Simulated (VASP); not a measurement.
A run of VASP 6.6.1:

The input INCAR:

```
PREC = Accurate
ENCUT = 520
EDIFF = 1E-7
ISMEAR = 0
SIGMA = 0.01
LREAL = False
LASPH = True
NELM = 80
ALGO = Normal
ISIF = 2
LWAVE = False
LCHARG = False
GGA = PS
NBANDS = 17
```

File KPOINTS:

```
Automatic mesh
0
Gamma
  6 6 6
```

The input POSCAR:

```
SnSe
1.0
    0.0000000000      3.0100000000      3.0100000000
    3.0100000000      0.0000000000      3.0100000000
    3.0100000000      3.0100000000      0.0000000000
Sn Se
1 1
Direct
    0.0000000000      0.0000000000      0.0000000000
    0.5000000000      0.5000000000      0.5000000000
```

Potentials or basis: VASP PAW PBE potentials, release 64 (Sn_d, Se).

The run is started by

```bash
$ cat potpaw_PBE.64/Sn_d/POTCAR potpaw_PBE.64/Se/POTCAR > POTCAR
$ mpirun -np 1 vasp_std > vasp.out
```

Hardware: 1 thread of Intel Xeon 8259CL (shared host).

Problem. Estimate the wall time of this run.

Solution. Run time: 15 s on 1 thread of Intel Xeon 8259CL, with other jobs on the host, peak memory 0.18 GiB. Counts: scf iterations 12, k points 16.
